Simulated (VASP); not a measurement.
# TiO2: single point with PBE

Crystal: TiO2.

```
CELL_PARAMETERS angstrom
4.50026 0.00000 0.00000
0.00000 4.50026 0.00000
0.00000 0.00000 2.65065
ATOMIC_POSITIONS crystal
Ti 0.00000 0.00000 0.00000
Ti 0.50000 0.50000 0.50000
O 0.30510 0.30510 0.00000
O 0.19490 0.80510 0.50000
O 0.69490 0.69490 0.00000
O 0.80510 0.19490 0.50000
```

```json
{"Program": "VASP 6.6.1", "Task": "single point", "Functional": "PBE", "Potentials or basis": "VASP PAW PBE potentials, release 64 (Ti_sv, O)", "Cutoff": "520 eV", "k mesh": "8 × 8 × 10", "Occupations": "gaussian, width 0.05 eV", "Spin": "no spin polarisation", "Dipole correction": "no", "Further INCAR settings": "ALGO = Normal; EDIFF = 1e-06; NBANDS = 33"}
```

| Quantity | Value |
| --- | --- |
| Pressure | 65.6 GPa |
| Largest force | 1.981 eV/Å |
| Band gap on the k mesh | 2.36 eV (least direct gap 2.43 eV) |

Forces in eV/Å, atoms in the order of the input:
```
Ti   0.000  0.000  0.000
Ti   0.000  0.000  0.000
O   -1.401 -1.401  0.000
O    1.401 -1.401  0.000
O    1.401  1.401  0.000
O   -1.401  1.401  0.000
```

Stress tensor (GPa, compression positive):
```
 48.17   0.00   0.00
  0.00  48.17   0.00
  0.00   0.00 100.36
```

Levels at points of the mesh, in eV from the valence-band top:
```tsv
k point	band 22	band 23	band 24	band 25	band 26	band 27
(0.00, 0.00, 0.00)	-0.33	-0.07	-0.07	2.36	2.65	3.67
(0.50, 0.00, 0.00)	-0.90	-0.74	-0.74	3.26	3.26	4.24
(0.50, 0.50, 0.00)	-0.94	-0.58	-0.58	2.38	2.38	3.74
(0.00, 0.00, 0.50)	-2.37	-1.36	-1.36	3.81	3.81	4.65
(0.50, 0.00, 0.50)	-2.04	-1.00	-1.00	2.54	2.54	4.97
(0.50, 0.50, 0.50)	-1.25	-0.55	-0.55	3.39	3.39	4.09
```

It took 72 s on 1 thread of AMD EPYC 9R45 96-Core Processor (Zen 5), on a shared host, peak memory 0.22 GiB.

Caveat: the cell stands under pressure; forces of over 1 eV/Å act on the atoms, so gaps and moduli don't describe the material at rest. A k mesh can miss the band edges.
